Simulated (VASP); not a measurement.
A run of VASP 6.6.1:

The input INCAR:

```
PREC     = Accurate       # precision mode
ENCUT    = 520            # plane-wave cutoff, eV
EDIFF    = 1E-6           # SCF threshold, eV
ISMEAR   = 0              # smearing method
SIGMA    = 0.05           # smearing width, eV
LREAL    = F              # projectors in reciprocal space
LASPH    = T              # aspherical terms in the spheres
NELM     = 150            # most SCF steps
ALGO     = Normal         # electronic algorithm
ISIF     = 2              # what is computed and relaxed
LWAVE    = F              # write WAVECAR
LCHARG   = T              # write CHGCAR
LMAXMIX  = 4              # l up to which the mixer works
LDAU     = T              # DFT+U
LDAUTYPE = 2            
LDAUL    = -1 2 -1        # shell
LDAUU    = 0 4 0          # U, eV
LDAUJ    = 0 0 0        
LDAUPRINT= 1            
GGA      = PE             # functional
LELF     = T              # ELF
LVHAR    = T            
NBANDS   = 28             # bands
```

Contents of KPOINTS:

```
Automatic mesh
0
Gamma
  8 8 8
```

Contents of POSCAR:

```
BaTiO3
1.0
    4.0287722615      0.0000000000      0.0000000000
    0.0000000000      4.0287722615      0.0000000000
    0.0000000000      0.0000000000      4.0289133441
Ba Ti O
1 1 3
Direct
    0.0005198765      0.0000000000      0.0000000000
    0.5192389726      0.5000000000      0.5000000000
    0.4846290778      0.5000000000      0.0000000000
    0.4846230209      0.0000000000      0.5000000000
   -0.0312750366      0.5000000000      0.5000000000
```

Potentials or basis: VASP PAW PBE potentials, release 64 (Ba_sv, Ti_sv, O).

Command:

```bash
$ cat potpaw_PBE.64/Ba_sv/POTCAR potpaw_PBE.64/Ti_sv/POTCAR potpaw_PBE.64/O/POTCAR > POTCAR
$ mpirun -np 1 vasp_std > vasp.out
```

Hardware: 1 thread of AMD EPYC 7R13 Processor (Zen 3), on a shared host.

Problem. How long does it take, and how much memory?

Solution. Run time: 2.7 min on 1 thread of AMD EPYC 7R13 Processor (Zen 3) (shared host), peak memory 0.31 GiB. Counts: scf iterations 16, k points 125.
